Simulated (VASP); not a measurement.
The system is Se.

```
Se
1.0
     4.50482    0.00000    0.00000
    -2.25241    3.90129    0.00000
     0.00000    0.00000    4.97880
Se
3
Direct
  0.21789 0.00000 0.33333
  0.00000 0.21789 0.66667
  0.78211 0.78211 0.00000
```

* Program: VASP 6.6.1
* Task: relaxation of cell and atoms
* Functional: PBE
* Dispersion: D3(BJ)
* Potentials or basis: VASP PAW PBE potentials, release 64 (Se)
* Cutoff: 600 eV
* k mesh: 9 × 9 × 6
* Occupations: gaussian, width 0.02 eV
* Spin: no spin polarisation

At the start: pressure -0.2 GPa; volume 29.17 Å³/atom.

Task: How do energy, volume and symmetry change on relaxing?

Result: Over 22 steps the energy falls by 40.1 meV/atom and the volume is 24.49 Å³/atom (-16.0 %); space group P3_121 (No. 152, to 0.1 Å) before and after.

The path:
```csv
step,energy change (eV),largest force (eV/Å),pressure (GPa),volume (Å³)
1,0.0000,0.3396,-0.25,87.50
2,-0.0172,0.1204,-1.06,86.93
3,-0.0271,0.2100,-2.41,85.89
4,-0.0327,0.2083,-2.37,85.36
5,-0.0493,0.1998,-2.24,83.78
6,-0.0788,0.1727,-1.84,80.66
7,-0.1137,0.0908,-0.30,74.59
8,-0.1146,0.0725,0.19,73.28
9,-0.1146,0.0781,0.04,73.67
10,-0.1160,0.0671,0.05,73.64
11,-0.1189,0.0339,0.06,73.54
12,-0.1199,0.0336,0.08,73.34
13,-0.1203,0.0100,0.07,73.41
14,-0.1203,0.0116,0.07,73.41
15,-0.1203,0.0044,-0.05,73.52
16,-0.1203,0.0031,0.00,73.47
17,-0.1203,0.0023,0.01,73.47
18,-0.1203,0.0010,-0.03,73.50
19,-0.1203,0.0018,-0.01,73.48
20,-0.1203,0.0023,-0.01,73.47
21,-0.1203,0.0014,-0.01,73.47
22,-0.1203,0.0009,-0.01,73.46
```

Final structure:
```cif
data_structure
_symmetry_space_group_name_H-M 'P 1'
_symmetry_Int_Tables_number 1
_cell_length_a 4.0654
_cell_length_b 4.0654
_cell_length_c 5.1324
_cell_angle_alpha 90.000
_cell_angle_beta 90.000
_cell_angle_gamma 120.000
_cell_volume 73.46
loop_
_atom_site_label
_atom_site_type_symbol
_atom_site_fract_x
_atom_site_fract_y
_atom_site_fract_z
_atom_site_occupancy
Se1 Se 0.24782 0.00000 0.33333 1
Se2 Se 0.00000 0.24782 0.66667 1
Se3 Se 0.75218 0.75218 0.00000 1
```

Caveat: the volume moved by over 15 % at a fixed basis, so the end points are rough.
